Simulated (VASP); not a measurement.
# LiNbO3 in VASP: further runs

LiNbO3 is run at these levels: LDA; tasks: single point.

All numbers are computed with VASP 6.6.1; they aren't measurements. Logs are shortened: lines on timing, memory, paths and dates and some standing lists are left out, and cuts for length are marked.

### Step 1. The cell of the first run

It takes space group R3c (No. 161, trigonal). Conventional cell: a = 5.066 Å, b = 5.066 Å, c = 13.689 Å, α = 90.00°, β = 90.00°, γ = 120.00°. Li (site symmetry 3) has 6 O at 2.04 to 2.10 Å within 2.7 Å. Within 2.2 Å of Nb (site symmetry 3) lie 3 O at 1.64 Å. Within 2.2 Å of O (site symmetry 1) lie 1 Nb at 1.64 Å and 2 Li at 2.04 to 2.10 Å.

### Step 2. Single point, LDA (atoms moved along the polar distortion)

INCAR reads:

```
SYSTEM = LiNbO3
ALGO     = Normal         ! electronic algorithm
EDIFF    = 1E-6           ! SCF threshold, eV
ENCUT    = 750            ! plane-wave cutoff, eV
GGA_COMPAT= .False.      
ISIF     = 2              ! what is computed and relaxed
ISMEAR   = 0              ! smearing method
LASPH    = .True.         ! aspherical terms in the spheres
LCHARG   = .False.        ! write CHGCAR
LREAL    = .False.        ! projectors in reciprocal space
LWAVE    = .False.        ! write WAVECAR
NBANDS   = 45             ! bands
NELM     = 120            ! most SCF steps
PREC     = Accurate       ! precision mode
SIGMA    = 0.01           ! smearing width, eV
```

KPOINTS reads:

```
k-points
0
Gamma
  6 6 6
  0 0 0
```

POSCAR reads:

```
LiNbO3
1.0
    2.5332215377      1.4625561351      4.5629976247
   -2.5332215377      1.4625561351      4.5629976247
    0.0000000000     -2.9251122750      4.5629976231
Li Nb O
2 2 6
Direct
    0.7087039580      0.7087039580      0.7087039580
    0.2087039580      0.2087039580      0.2087039580
    0.9670865171      0.9670865171      0.9670865171
    0.4670865171      0.4670865171      0.4670865171
    0.2767407410      0.6354901911      0.9401635928
    0.6354901911      0.9401635928      0.2767407410
    0.9401635928      0.2767407410      0.6354901911
    0.4401635928      0.1354901911      0.7767407410
    0.7767407410      0.4401635928      0.1354901911
    0.1354901911      0.7767407410      0.4401635928
```

Potentials or basis: VASP PAW LDA potentials, release 64 (Li_sv, Nb_sv, O).

Command:

```sh
$ cat potpaw_LDA.64/Li_sv/POTCAR potpaw_LDA.64/Nb_sv/POTCAR potpaw_LDA.64/O/POTCAR > POTCAR
$ mpirun -np 1 vasp_std > vasp.out
```

OUTCAR:

```text
SYSTEM = LiNbO3
   EDIFF = 1E-6
   ENCUT = 750
   ISIF = 2
   ISMEAR = 0
   LASPH = .True.
   LREAL = .False.
   NELM = 120
   PREC = Accurate

 ion  position               nearest neighbor table
   1  0.709  0.709  0.709-   9 2.04   8 2.04  10 2.04   6 2.10   7 2.10   5 2.10
   2  0.209  0.209  0.209-   7 2.04   6 2.04   5 2.04   8 2.10   9 2.10  10 2.10
   3  0.967  0.967  0.967-   7 1.64   6 1.64   5 1.64
   4  0.467  0.467  0.467-   9 1.64   8 1.64  10 1.64
   5  0.277  0.635  0.940-   3 1.64   2 2.04   1 2.10
   6  0.635  0.940  0.277-   3 1.64   2 2.04   1 2.10
   7  0.940  0.277  0.635-   3 1.64   2 2.04   1 2.10
   8  0.440  0.135  0.777-   4 1.64   1 2.04   2 2.10
   9  0.777  0.440  0.135-   4 1.64   1 2.04   2 2.10
  10  0.135  0.777  0.440-   4 1.64   1 2.04   2 2.10

  LATTYP: Found a trigonal (rhomboedric) cell.
 ALAT       =     5.4200764875
 COS(alpha) =     0.5631166350

  Lattice vectors:

 A1 = (   2.5332215377,   1.4625561351,   4.5629976247)
 A2 = (  -2.5332215377,   1.4625561351,   4.5629976247)
 A3 = (   0.0000000000,  -2.9251122750,   4.5629976231)

Analysis of symmetry for initial positions (statically):
=====================================================================
 Subroutine PRICEL returns:
 Original cell was already a primitive cell.

 Routine SETGRP: Setting up the symmetry group for a
 trigonal (rhombohedral) supercell.

 Subroutine GETGRP returns: Found  6 space group operations
 (whereof  3 operations were pure point group operations)
 out of a pool of 12 trial point group operations.

The static configuration has the point symmetry C_3 .
 The point group associated with its full space group is C_3v.

Analysis of symmetry for dynamics (positions and initial velocities):
=====================================================================
 Subroutine PRICEL returns:
 Original cell was already a primitive cell.

 Routine SETGRP: Setting up the symmetry group for a
 trigonal (rhombohedral) supercell.

 Subroutine GETGRP returns: Found  6 space group operations
 (whereof  3 operations were pure point group operations)
 out of a pool of 12 trial point group operations.

The dynamic configuration has the point symmetry C_3 .
 The point group associated with its full space group is C_3v.

 Subroutine INISYM returns: Found  6 space group operations
 (whereof  3 operations are pure point group operations),
 and found     1 'primitive' translations

----------------------------------------------------------------------------------------

                                     Primitive cell

  volume of cell :     101.4349

  direct lattice vectors                    reciprocal lattice vectors
     2.533221538  1.462556135  4.562997625     0.197377131  0.113955740  0.073051393
    -2.533221538  1.462556135  4.562997625    -0.197377131  0.113955740  0.073051393
     0.000000000 -2.925112275  4.562997623     0.000000000 -0.227911480  0.073051393

  length of vectors
     5.420076488  5.420076488  5.420076487     0.239332715  0.239332715  0.239332715

  position of ions in fractional coordinates (direct lattice)
     0.708703958  0.708703958  0.708703958
     0.208703958  0.208703958  0.208703958
     0.967086517  0.967086517  0.967086517
     0.467086517  0.467086517  0.467086517
     0.276740741  0.635490191  0.940163593
     0.635490191  0.940163593  0.276740741
     0.940163593  0.276740741  0.635490191
     0.440163593  0.135490191  0.776740741
     0.776740741  0.440163593  0.135490191
     0.135490191  0.776740741  0.440163593

  ion indices of the primitive-cell ions
   primitive index   ion index
                 1           1
                 2           2
                 3           3
                 4           4
                 5           5
                 6           6
                 7           7
                 8           8
                 9           9
                10          10

----------------------------------------------------------------------------------------

 KPOINTS: k-points

Automatic generation of k-mesh.
 Grid dimensions read from file:
 generate k-points for:    6    6    6

 Generating k-lattice:

  Cartesian coordinates                     Fractional coordinates (reciprocal lattice)
     0.032896189  0.018992623  0.012175232     0.166666667  0.000000000  0.000000000
    -0.032896189  0.018992623  0.012175232     0.000000000  0.166666667  0.000000000
     0.000000000 -0.037985247  0.012175232     0.000000000  0.000000000  0.166666667

  Length of vectors
     0.039888786  0.039888786  0.039888786

  Shift w.r.t. Gamma in fractional coordinates (k-lattice)
     0.000000000  0.000000000  0.000000000

 Subroutine IBZKPT returns following result:
 ===========================================

 Found     32 irreducible k-points:

 Following reciprocal coordinates:
            Coordinates               Weight
  0.000000  0.000000  0.000000      1.000000
[... 32 lines left out ...]
   NFREE  =      0    steps in history (QN), initial steepest desc. (CG)
   ISIF   =      2    stress and relaxation
   ISYM   =      2    0-nonsym 1-usesym 2-fastsym
   POTIM  = 0.5000    time-step for ionic-motion
   TEBEG  =    0.0;   TEEND  =   0.0 temperature during run
   PSTRESS=    0.0 pullay stress
   NELECT =      68.0000    total number of electrons
   NUPDOWN=      -1.0000    fix difference up-down
   EMIN   =  10.00;   EMAX   =-10.00  energy-range for DOS
   EFERMI =   0.00;   METHOD = LEGACY
   ISMEAR =     0;   SIGMA  =   0.01  broadening in eV -4-tet -1-fermi 0-gaus
   EFERMI_NEDOS =   21; number of points for ismear=-14 and -15
   IALGO  =     38    algorithm
   IMIX   =      4    mixing-type and parameters
     AMIX     =   0.40;   BMIX     =  1.00
     AMIX_MAG =   1.60;   BMIX_MAG =  1.00
  volume/ion in A,a.u.               =      10.14        68.45
  Fermi-wavevector in a.u.,A,eV,Ry     =   1.432788  2.707578 27.931165  2.052883
  Thomas-Fermi vector in A             =   2.552378
   LORBIT       =      0    0 simple, 1 ext, 2 COOP (PROOUT), +10 PAW based schemes
   GGA     = CA    functional components
   LHFCALC =     F    Hartree Fock is set to
   AEXX    =    0.0000 exact exchange contribution
   IVDW    =     0    specifies the selected vdW correction
   LEPSILON=     F    determine dielectric tensor
   LRPA    =     F    only Hartree local field effects (RPA)
 non-spin polarized calculation
 Gauss-broadening in eV      SIGMA  =   0.01
  energy-cutoff  :      750.00
  volume of cell :      101.43
 maximum number of plane-waves:      4748
   NGX = 25   NGY = 25   NGZ = 25

 number of electron      68.0000006 magnetization

 Free energy of the ion-electron system (eV)
  ---------------------------------------------------
  ext. energy  EPLUGINS =         0.00000000
  ---------------------------------------------------
  free energy    TOTEN  =       -79.08200613 eV

  energy without entropy =      -79.08200613  energy(sigma->0) =      -79.08200613

 E-fermi :   4.1316     XC(G=0): -11.5165

 val. band max:        4.0191787042   @ k =   0.5000   0.5000   0.0000
 cond. band min:       7.6180250411   @ k =   0.0000   0.0000   0.0000
 fundamental gap:      3.5988463369
 Fermi energy:         4.1316470451

 k-point     1 :       0.0000    0.0000    0.0000
  band No.  band energies     occupation
      1     -49.0709      2.00000
      2     -49.0538      2.00000
      3     -37.3751      2.00000
      4     -37.3706      2.00000
      5     -26.6847      2.00000
      6     -26.6847      2.00000
[... 37 lines left out ...]
     44      13.3499      0.00000
     45      13.3499      0.00000

 k-point     2 :       0.1667    0.0000   -0.0000
  band No.  band energies     occupation
      1     -49.0697      2.00000
      2     -49.0549      2.00000
      3     -37.3749      2.00000
      4     -37.3709      2.00000
      5     -26.6804      2.00000
      6     -26.6787      2.00000
[... 1048 lines left out ...]
 k-point    24 :      -0.3333    0.5000    0.1667
  band No.  band energies     occupation
      1     -49.0636      2.00000
      2     -49.0608      2.00000
      3     -37.3735      2.00000
      4     -37.3726      2.00000
      5     -26.6914      2.00000
      6     -26.6788      2.00000
[... 37 lines left out ...]
     44      13.5297      0.00000
     45      14.4568      0.00000

 [... further k-points ...]

------------------------ aborting loop because EDIFF is reached ----------------------------------------

  FORCE on cell =-STRESS in cart. coord.  units (eV):
  Direction    XX          YY          ZZ          XY          YZ          ZX
  --------------------------------------------------------------------------------------
  -------------------------------------------------------------------------------------
  Total       48.0475901     48.0475901     -2.6204671     -0.0000000      0.0000000      0.0000000
  in kB      758.9182255    758.9182255    -41.3906352     -0.0000000      0.0000003      0.0000000
  external PRESSURE =     492.1486053 kB  Pullay stress =       0.0000000 kB

 VOLUME and BASIS-vectors are now :
 -----------------------------------------------------------------------------
  energy-cutoff  :      750.00
  volume of cell :      101.43
      direct lattice vectors                 reciprocal lattice vectors
     2.533221538  1.462556135  4.562997625     0.197377131  0.113955740  0.073051393
    -2.533221538  1.462556135  4.562997625    -0.197377131  0.113955740  0.073051393
     0.000000000 -2.925112275  4.562997623     0.000000000 -0.227911480  0.073051393

 POSITION                                       TOTAL-FORCE (eV/Angst)
 -----------------------------------------------------------------------------------
      0.00000     -0.00000      9.70144         0.000000      0.000000     -0.027134
      0.00000     -0.00000      2.85695         0.000000      0.000000     -0.027134
      0.00000     -0.00000     13.23844         0.000000     -0.000000      7.961100
      0.00000     -0.00000      6.39394         0.000000     -0.000000      7.961100
     -0.90879     -1.41590      8.45247        10.432781      0.539567     -2.644655
     -0.77181      1.49498      8.45247        -4.749111     -9.304837     -2.644655
      1.68060     -0.07909      8.45247        -5.683669      8.765269     -2.644655
      0.77181     -1.43013      6.17097         4.749111     -9.304837     -2.644655
      0.85262      1.38347      6.17097         5.683669      8.765269     -2.644655
     -1.62443      0.04666      6.17097       -10.432781      0.539567     -2.644655
 -----------------------------------------------------------------------------------
    total drift:                               -0.000000     -0.000000     -0.000289

  FREE ENERGIE OF THE ION-ELECTRON SYSTEM (eV)
  ---------------------------------------------------
  free  energy   TOTEN  =       -79.0820061349 eV

  energy  without entropy=      -79.0820061349  energy(sigma->0) =      -79.08200613
```

Run time: 6.6 min. Hardware: 1 thread of Oxide Virtual Turin-like, shared host; peak memory 0.35 GiB.

Results:

```
Free energy            : -79.0820 eV
Pressure               : 49.2 GPa
Largest force          : 10.776 eV/Å
Band gap on the k mesh : 3.60 eV (least direct gap 3.80 eV)
```

Forces on the atoms (eV/Å):
```
Li    0.000   0.000  -0.027
Li    0.000   0.000  -0.027
Nb    0.000   0.000   7.961
Nb    0.000   0.000   7.961
O    10.433   0.540  -2.645
O    -4.749  -9.305  -2.645
O    -5.684   8.765  -2.645
O     4.749  -9.305  -2.645
O     5.684   8.765  -2.645
O   -10.433   0.540  -2.645
```

Levels at points of the mesh, in eV from the valence-band top:
```csv
k point,band 32,band 33,band 34,band 35,band 36,band 37
"(0.00, 0.00, 0.00)",-0.42,-0.42,-0.20,3.60,4.44,4.81
"(0.50, 0.00, 0.00)",-0.78,-0.10,-0.10,4.16,4.16,5.69
"(0.50, 0.50, 0.00)",-0.92,-0.16,0.00,4.40,4.42,4.91
"(0.50, 0.50, 0.50)",-0.99,-0.99,-0.99,4.92,4.92,5.78
```

Caveat: the cell differs from its parent crystal (atoms moved along the polar distortion); the stress differs along the axes, from -4 to 76 GPa; forces of over 1 eV/Å act on the atoms, so gaps and moduli don't describe the material at rest. A k mesh can miss the band edges.

### Step 3. Single point, LDA (atoms moved along the polar distortion)

INCAR reads:

```
SYSTEM = LiNbO3
  PREC = Accurate
  ENCUT = 750
  EDIFF = 1E-6
  ISMEAR = 0
  SIGMA = 0.01
  LREAL = .FALSE.
  LASPH = .TRUE.
  NELM = 120
  ALGO = Normal
  ISIF = 2
  LWAVE = .FALSE.
  LCHARG = .FALSE.
  NBANDS = 45
  GGA_COMPAT = .FALSE.
```

KPOINTS reads:

```
Automatic mesh
0
G
  6 6 6
  0 0 0
```

POSCAR reads:

```
LiNbO3
1.0
    2.5332215377      1.4625561351      4.5629976247
   -2.5332215377      1.4625561351      4.5629976247
    0.0000000000     -2.9251122750      4.5629976231
Li Nb O
2 2 6
Direct
    0.7068637832      0.7068637832      0.7068637832
    0.2068637832      0.2068637832      0.2068637832
    0.9602168068      0.9602168068      0.9602168068
    0.4602168068      0.4602168068      0.4602168068
    0.2757094964      0.6359472765      0.9494476371
    0.6359472765      0.9494476371      0.2757094964
    0.9494476371      0.2757094964      0.6359472765
    0.4494476371      0.1359472765      0.7757094964
    0.7757094964      0.4494476371      0.1359472765
    0.1359472765      0.7757094964      0.4494476371
```

Potentials or basis: VASP PAW LDA potentials, release 64 (Li_sv, Nb_sv, O).

Command:

```sh
$ cat potpaw_LDA.64/Li_sv/POTCAR potpaw_LDA.64/Nb_sv/POTCAR potpaw_LDA.64/O/POTCAR > POTCAR
$ mpirun -np 1 vasp_std > vasp.out
```

Wall time 7.1 min (1 thread of Oxide Virtual Turin-like, shared host); peak memory 0.35 GiB.

The run converged. Its results:

```
Free energy            : -77.1074 eV
Pressure               : 57.3 GPa
Largest force          : 12.310 eV/Å
Band gap on the k mesh : 3.09 eV (least direct gap 3.54 eV)
```

Forces in eV/Å, atoms in the order of the input:
```
Li    0.000   0.000  -0.014
Li    0.000   0.000  -0.014
Nb    0.000   0.000   3.915
Nb    0.000   0.000   3.915
O    12.238   0.243  -1.301
O    -5.909 -10.720  -1.301
O    -6.329  10.477  -1.301
O     5.909 -10.720  -1.301
O     6.329  10.477  -1.301
O   -12.238   0.243  -1.301
```

Stress tensor (GPa, compression positive):
```
90.12  0.00  0.00
 0.00 90.12  0.00
 0.00  0.00 -8.40
```

Levels at points of the mesh, in eV from the valence-band top:
| k point | band 32 | band 33 | band 34 | band 35 | band 36 | band 37 |
| --- | --- | --- | --- | --- | --- | --- |
| (0.00, 0.00, 0.00) | -0.71 | -0.71 | -0.45 | 3.09 | 3.87 | 4.46 |
| (0.50, 0.00, 0.00) | -1.04 | -0.17 | -0.17 | 3.51 | 3.51 | 5.39 |
| (0.50, 0.50, 0.00) | -1.21 | -0.30 | 0.00 | 3.85 | 3.98 | 4.44 |
| (0.50, 0.50, 0.50) | -1.22 | -1.22 | -1.22 | 4.49 | 4.49 | 5.39 |

Caveat: the cell differs from its parent crystal (atoms moved along the polar distortion); the stress differs along the axes, from -8 to 90 GPa; forces of over 1 eV/Å act on the atoms, so gaps and moduli don't describe the material at rest.

### Step 4. Single point, LDA (atoms moved along the polar distortion)

INCAR reads:

```
SYSTEM = LiNbO3
PREC = Accurate
ENCUT = 750
EDIFF = 1E-6
ISMEAR = 0
SIGMA = 0.01
LREAL = .False.
LASPH = .True.
NELM = 120
ALGO = Normal
ISIF = 2
LWAVE = .False.
LCHARG = .False.
NBANDS = 45
GGA_COMPAT = .False.
```

KPOINTS reads:

```
Automatic mesh
0
Gamma
  6 6 6
  0 0 0
```

POSCAR reads:

```
LiNbO3
1.0
    2.5332215377      1.4625561351      4.5629976247
   -2.5332215377      1.4625561351      4.5629976247
    0.0000000000     -2.9251122750      4.5629976231
Li Nb O
2 2 6
Direct
    0.7056370000      0.7056370000      0.7056370000
    0.2056370000      0.2056370000      0.2056370000
    0.9556370000      0.9556370000      0.9556370000
    0.4556370000      0.4556370000      0.4556370000
    0.2750220000      0.6362520000      0.9556370000
    0.6362520000      0.9556370000      0.2750220000
    0.9556370000      0.2750220000      0.6362520000
    0.4556370000      0.1362520000      0.7750220000
    0.7750220000      0.4556370000      0.1362520000
    0.1362520000      0.7750220000      0.4556370000
```

Command:

```sh
$ cat potpaw_LDA.64/Li_sv/POTCAR potpaw_LDA.64/Nb_sv/POTCAR potpaw_LDA.64/O/POTCAR > POTCAR
$ mpirun -np 1 vasp_std > vasp.out
```

Wall time 6.6 min (1 thread of Oxide Virtual Turin-like, shared host); peak memory 0.35 GiB.

Results (log left out):

- Free energy: -76.5473 eV
- Pressure: 59.8 GPa
- Largest force: 12.789 eV/Å
- Band gap on the k mesh: 2.98 eV (least direct gap 3.50 eV)

Forces in eV/Å, atoms in the order of the input:
```
Li    0.000   0.000   0.000
Li    0.000   0.000   0.000
Nb    0.000   0.000   0.000
Nb    0.000   0.000   0.000
O    12.789   0.000   0.000
O    -6.395 -11.076   0.000
O    -6.395  11.076   0.000
O     6.395 -11.076   0.000
O     6.395  11.076   0.000
O   -12.789   0.000   0.000
```

Stress tensor (GPa, compression positive):
```
94.31  0.00  0.00
 0.00 94.31  0.00
 0.00  0.00 -9.36
```

Levels at points of the mesh, in eV from the valence-band top:
| k point | band 30 | band 31 | band 32 | band 33 | band 34 | band 35 | band 36 | band 37 | band 38 | band 39 |
| --- | --- | --- | --- | --- | --- | --- | --- | --- | --- | --- |
| (0.00, 0.00, 0.00) | -1.00 | -1.00 | -0.80 | -0.80 | -0.51 | 2.98 | 3.75 | 4.41 | 4.41 | 5.48 |
| (0.50, 0.00, 0.00) | -1.72 | -1.10 | -1.10 | -0.19 | -0.19 | 3.36 | 3.36 | 5.32 | 5.32 | 5.66 |
| (0.50, 0.50, 0.00) | -1.70 | -1.33 | -1.27 | -0.33 | 0.00 | 3.72 | 3.88 | 4.35 | 4.98 | 6.23 |
| (0.50, 0.50, 0.50) | -2.21 | -1.26 | -1.26 | -1.26 | -1.26 | 4.39 | 4.39 | 5.30 | 5.30 | 5.30 |

Caveat: the cell differs from its parent crystal (atoms moved along the polar distortion); the stress differs along the axes, from -9 to 94 GPa; forces of over 1 eV/Å act on the atoms, so gaps and moduli don't describe the material at rest. A k mesh can miss the band edges.

### Step 5. Overview

| cell | gap on the mesh (eV) | pressure (GPa) | largest force (eV/Å) |
| --- | --- | --- | --- |
| as given, atomic positions A | 3.60 | 49.2 | 10.78 |
| as given, atomic positions B | 3.09 | 57.3 | 12.31 |
| as given, atomic positions C | 2.98 | 59.8 | 12.79 |

Alike in all rows: task single point; level LDA; potentials or basis VASP PAW LDA potentials, release 64 (Li_sv, Nb_sv, O); no spin polarisation; k mesh 6 × 6 × 6; cutoff (eV) 750; smearing gaussian 0.01 eV.

Caveats: forces of over 1 eV/Å act on the atoms, so gaps and moduli don't describe the material at rest; the stress differs along the axes, from -4 to 76 GPa (at least some runs); the stress differs along the axes, from -8 to 90 GPa (at least some runs); the stress differs along the axes, from -9 to 94 GPa (at least some runs).

Total energies depend on the potentials used, so only differences within one code and one set of settings carry meaning.
